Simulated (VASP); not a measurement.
# WC (P1) in VASP: notebook, part 2 of 3

VASP 6.6.1.

### Step 3. Single point, PBE

The input, INCAR:

```
SYSTEM = WC
  ALGO = Normal
  EDIFF = 1E-6
  ENCUT = 520
  GGA = PE
  ISIF = 2
  ISMEAR = -1
  LASPH = .TRUE.
  LCHARG = .FALSE.
  LREAL = Auto
  LWAVE = .FALSE.
  NBANDS = 86
  NELM = 60
  PREC = Accurate
  SIGMA = 0.24
```

The input, KPOINTS:

```
k-points
0
G
  2 2 2
  0 0 0
```

The input, POSCAR:

```
WC
1.0
   -2.9713940000     -5.1466060000      0.0000000000
    4.4570910000     -2.5733030000      0.0000000000
    0.0000000000      0.0000000000      5.8387320000
W C
8 8
Direct
    0.7463047471      0.5487358117      0.0006679532
    0.7024659354      0.5140803869      0.5030373033
    0.4756580342      0.0111434631     -0.0142496693
    0.5255705755      0.0165527817      0.5015129997
    0.2219665310      0.5335655069      0.0091458214
    0.2207748664      0.4804948145      0.4908771288
    0.0009609730      0.0419904887      0.0251595723
   -0.0006276174     -0.0109858422      0.4817141804
    0.4861816675      0.6708943770      0.2245864342
    0.4537139395      0.7108813523      0.7039713417
    0.2377615206      0.1467511333      0.2642183269
    0.2216964741      0.1917052116      0.7915245981
    0.0062157364      0.6911389967      0.2504653408
   -0.0262830661      0.6471715868      0.7488783524
    0.7301365150      0.1636321223      0.2632934685
    0.7908951835      0.2001218290      0.7990604809
```

Potentials or basis: VASP PAW PBE potentials, release 64 (W_sv, C).

The run is started by

```
$ cat potpaw_PBE.64/W_sv/POTCAR potpaw_PBE.64/C/POTCAR > POTCAR
$ mpirun -np 1 vasp_std > vasp.out
```

OUTCAR:

```text
SYSTEM = WC
   EDIFF = 1E-6
   ENCUT = 520
   GGA = PE
   ISIF = 2
   ISMEAR = -1
   LASPH = .TRUE.
   LREAL = Auto
   NELM = 60
   PREC = Accurate

 ion  position               nearest neighbor table
   1  0.746  0.549  0.001-  14 2.06   9 2.12  16 2.16  13 2.25  15 2.51  10 2.59   5 2.83   3 2.87
                             2 2.92   2 2.95   7 2.96   7 3.02   5 3.12   3 3.20
   2  0.702  0.514  0.503-  10 2.14   9 2.22  14 2.26  15 2.29  16 2.42  13 2.50   4 2.77   4 2.79
                             6 2.87   1 2.92   1 2.95   8 3.02   6 3.09   8 3.23
   3  0.476  0.011  0.986-  12 2.10   9 2.24  10 2.26  11 2.26  15 2.35  16 2.38   7 2.83   4 2.84
                             1 2.87   5 2.89   4 3.03   5 3.09   7 3.13   1 3.20
   4  0.526  0.017  0.502-  15 2.00  10 2.01  11 2.30   9 2.42  16 2.53  12 2.63   2 2.77   2 2.79
                             8 2.82   3 2.84   6 3.00   3 3.03   8 3.13   6 3.30
   5  0.222  0.534  0.009-  13 2.07   9 2.13  12 2.17  14 2.20  10 2.43  11 2.49   6 2.83   1 2.83
                             7 2.85   3 2.89   7 2.93   6 3.04   3 3.09   1 3.12
   6  0.221  0.480  0.491-  11 2.17  13 2.18  10 2.21  14 2.27  12 2.30   9 2.42   5 2.83   8 2.85
                             2 2.87   8 2.93   4 3.00   5 3.04   2 3.09   4 3.30
   7  0.001  0.042  0.025-  16 1.99  12 2.04  11 2.05  15 2.22  13 2.23  14 2.60   8 2.68   3 2.83
                             5 2.85   5 2.93   1 2.96   1 3.02   3 3.13   8 3.18
   8  0.999  0.989  0.482-  13 2.04  11 2.07  15 2.23  14 2.36  12 2.47  16 2.48   7 2.68   4 2.82
                             6 2.85   6 2.93   2 3.02   4 3.13   7 3.18   2 3.23
   9  0.486  0.671  0.225-   1 2.12   5 2.13   2 2.22   3 2.24   4 2.42   6 2.42
  10  0.454  0.711  0.704-   4 2.01   2 2.14   6 2.21   3 2.26   5 2.43   1 2.59
  11  0.238  0.147  0.264-   7 2.05   8 2.07   6 2.17   3 2.26   4 2.30   5 2.49
  12  0.222  0.192  0.792-   7 2.04   3 2.10   5 2.17   6 2.30   8 2.47   4 2.63
  13  0.006  0.691  0.250-   8 2.04   5 2.07   6 2.18   7 2.23   1 2.25   2 2.50
  14  0.974  0.647  0.749-   1 2.06   5 2.20   2 2.26   6 2.27   8 2.36   7 2.60
  15  0.730  0.164  0.263-   4 2.00   7 2.22   8 2.23   2 2.29   3 2.35   1 2.51
  16  0.791  0.200  0.799-   7 1.99   1 2.16   3 2.38   2 2.42   8 2.48   4 2.53

  LATTYP: Found a simple orthorhombic cell.
 ALAT       =     5.1466055330
 B/A-ratio  =     1.1344821286
 C/A-ratio  =     1.1547006082

  Lattice vectors:

 A1 = (   4.4570910000,  -2.5733030000,   0.0000000000)
 A2 = (   0.0000000000,   0.0000000000,   5.8387320000)
 A3 = (  -2.9713940000,  -5.1466060000,   0.0000000000)

Analysis of symmetry for initial positions (statically):
=====================================================================
 Subroutine PRICEL returns:
 Original cell was already a primitive cell.

 Routine SETGRP: Setting up the symmetry group for a
 simple orthorhombic supercell.

 Subroutine GETGRP returns: Found  1 space group operations
 (whereof  1 operations were pure point group operations)
 out of a pool of  8 trial point group operations.

The static configuration has the point symmetry C_1 .

Analysis of symmetry for dynamics (positions and initial velocities):
=====================================================================
 Subroutine PRICEL returns:
 Original cell was already a primitive cell.

 Routine SETGRP: Setting up the symmetry group for a
 simple orthorhombic supercell.

 Subroutine GETGRP returns: Found  1 space group operations
 (whereof  1 operations were pure point group operations)
 out of a pool of  8 trial point group operations.

The dynamic configuration has the point symmetry C_1 .
[... 93 lines left out ...]
   number of dos      NEDOS =    301   number of ions     NIONS =     16
   total plane-waves  NPLWV =  92160
   dimension x,y,z NGX =    48 NGY =   40 NGZ =   48
   dimension x,y,z NGXF=    96 NGYF=   80 NGZF=   96
   ions per type =               8   8
   NGX,Y,Z   is equivalent  to a cutoff of  13.43, 12.92, 13.67 a.u.
   NGXF,Y,Z  is equivalent  to a cutoff of  26.86, 25.84, 27.33 a.u.
 SYSTEM =  WC
   PREC   = accura    normal or accurate (medium, high low for compatibility)
   ISTART =      0    job   : 0-new  1-cont  2-samecut
   ICHARG =      2    charge: 1-file 2-atom 10-const
   ISPIN  =      1    spin polarized calculation?
   LNONCOLLINEAR =      F non collinear calculations
   LSORBIT =      F    spin-orbit coupling
   LASPH  =      T    aspherical Exc in radial PAW
   ENCUT  =  520.0 eV  38.22 Ry    6.18 a.u.  11.05  9.57 10.86*2*pi/ulx,y,z
   NELM   =     60;   NELMIN=  2; NELMDL= -5     # of ELM steps
   EDIFF  = 0.1E-05   stopping-criterion for ELM
   LREAL  =      T    real-space projection
   EDIFFG = 0.1E-04   stopping-criterion for IOM
   NSW    =      0    number of steps for IOM
   IBRION =     -1    ionic relax: 0-MD 1-quasi-New 2-CG
   NFREE  =      0    steps in history (QN), initial steepest desc. (CG)
   ISIF   =      2    stress and relaxation
   ISYM   =      2    0-nonsym 1-usesym 2-fastsym
   POTIM  = 0.5000    time-step for ionic-motion
   TEBEG  =    0.0;   TEEND  =   0.0 temperature during run
   PSTRESS=    0.0 pullay stress
   NELECT =     144.0000    total number of electrons
   NUPDOWN=      -1.0000    fix difference up-down
   EMIN   =  10.00;   EMAX   =-10.00  energy-range for DOS
   EFERMI =   0.00;   METHOD = LEGACY
   ISMEAR =    -1;   SIGMA  =   0.24  broadening in eV -4-tet -1-fermi 0-gaus
   EFERMI_NEDOS =   21; number of points for ismear=-14 and -15
   IALGO  =     38    algorithm
   IMIX   =      4    mixing-type and parameters
     AMIX     =   0.40;   BMIX     =  1.00
     AMIX_MAG =   1.60;   BMIX_MAG =  1.00
  volume/ion in A,a.u.               =      11.16        75.32
  Fermi-wavevector in a.u.,A,eV,Ry     =   1.523769  2.879506 31.590980  2.321872
  Thomas-Fermi vector in A             =   2.632167
   LORBIT       =      0    0 simple, 1 ext, 2 COOP (PROOUT), +10 PAW based schemes
   GGA     = PE    functional components
   LHFCALC =     F    Hartree Fock is set to
   AEXX    =    0.0000 exact exchange contribution
   IVDW    =     0    specifies the selected vdW correction
   LEPSILON=     F    determine dielectric tensor
   LRPA    =     F    only Hartree local field effects (RPA)
 non-spin polarized calculation
  energy-cutoff  :      520.00
  volume of cell :      178.58
 maximum number of plane-waves:      4844
 NGX is ok and might be reduce to    48
   NGX = 23   NGY = 19   NGZ = 21

 number of electron     144.0000001 magnetization

 Free energy of the ion-electron system (eV)
  ---------------------------------------------------
  ext. energy  EPLUGINS =         0.00000000
  ---------------------------------------------------
  free energy    TOTEN  =      -172.66449695 eV

  energy without entropy =     -171.72937060  energy(sigma->0) =     -172.19693378

 E-fermi :  10.4499     XC(G=0): -13.3563

 val. band max:       10.3672298339   @ k =   0.5000   0.0000   0.0000
 cond. band min:      10.4577612235   @ k =   0.0000   0.0000   0.5000
 fundamental gap:      0.0905313897
 Fermi energy:        10.4499094644

 k-point     1 :       0.0000    0.0000    0.0000
  band No.  band energies     occupation
      1     -64.0177      2.00000
      2     -63.9839      2.00000
      3     -63.9309      2.00000
      4     -63.9198      2.00000
      5     -63.8733      2.00000
      6     -63.8454      2.00000
[... 685 lines left out ...]
     83      13.5284      0.00001
     84      13.8062      0.00000
 [bands above 84 left out]

------------------------ aborting loop because EDIFF is reached ----------------------------------------

  FORCE on cell =-STRESS in cart. coord.  units (eV):
  Direction    XX          YY          ZZ          XY          YZ          ZX
  --------------------------------------------------------------------------------------
  -------------------------------------------------------------------------------------
  Total       -2.8710818     -0.9495510     -6.3223417     -0.4516146      5.8727680      0.3446179
  in kB      -25.7588489     -8.5192070    -56.7229545     -4.0518081     52.6894569      3.0918523
  external PRESSURE =     -30.3336701 kB  Pullay stress =       0.0000000 kB

 VOLUME and BASIS-vectors are now :
 -----------------------------------------------------------------------------
  energy-cutoff  :      520.00
  volume of cell :      178.58
      direct lattice vectors                 reciprocal lattice vectors
    -2.971394000 -5.146606000  0.000000000    -0.084135594 -0.145727106  0.000000000
     4.457091000 -2.573303000  0.000000000     0.168271189 -0.097151404  0.000000000
     0.000000000  0.000000000  5.838732000     0.000000000  0.000000000  0.171270063

 POSITION                                       TOTAL-FORCE (eV/Angst)
 -----------------------------------------------------------------------------------
      0.22820     -5.25300      0.00390        -2.275601      2.642707      0.420679
      0.20400     -4.93820      2.93710        -2.096418     -2.945478     -0.299279
     -1.36370     -2.47670      5.75553        -0.357203     -2.290079      2.244554
     -1.48790     -2.74750      2.92820         2.881319      3.372559     -0.733366
      1.71860     -2.51540      0.05340        -1.965754     -0.804531     -2.308980
      1.48560     -2.37270      2.86610         1.833494     -1.494138      1.615107
[... 8 lines left out ...]
     -1.44020     -4.17880      1.53730         0.322030     -2.114906     -1.362323
     -1.45810     -4.58540      4.66550         2.286951      3.711006     -3.337108
 -----------------------------------------------------------------------------------
    total drift:                               -0.006385      0.006383     -0.001316

  FREE ENERGIE OF THE ION-ELECTRON SYSTEM (eV)
  ---------------------------------------------------
  free  energy   TOTEN  =      -172.6644969519 eV

  energy  without entropy=     -171.7293705999  energy(sigma->0) =     -172.19693378
```

Wall time 6.8 min (1 thread of Intel Xeon 8259CL, shared host); peak memory 0.33 GiB.

What came out:

```
Free energy            : -172.6645 eV
Pressure               : -3.0 GPa
Largest force          : 5.490 eV/Å
Band gap on the k mesh : zero (bands 72 and 73 overlap by 0.12 eV)
```

Forces in eV/Å, atoms in the order of the input:
```
W   -2.276  2.643  0.421
W   -2.096 -2.945 -0.299
W   -0.357 -2.290  2.245
W    2.881  3.373 -0.733
W   -1.966 -0.805 -2.309
W    1.833 -1.494  1.615
W   -1.858  3.074 -2.075
W    2.049  0.095  4.885
C    0.641 -0.421  1.420
C   -2.218  0.418  3.314
C    0.581 -2.587  0.371
C   -0.455 -1.224 -2.825
C   -0.695  2.288  0.032
C    1.326 -1.719 -1.360
C    0.322 -2.115 -1.362
C    2.287  3.711 -3.337
```

Caveat: the k points lie up to 0.61 Å⁻¹ apart; spin-orbit coupling is left out, which moves the levels of the heavy elements; forces of over 1 eV/Å act on the atoms, so gaps and moduli don't describe the material at rest.

[end of part 2 of 3]
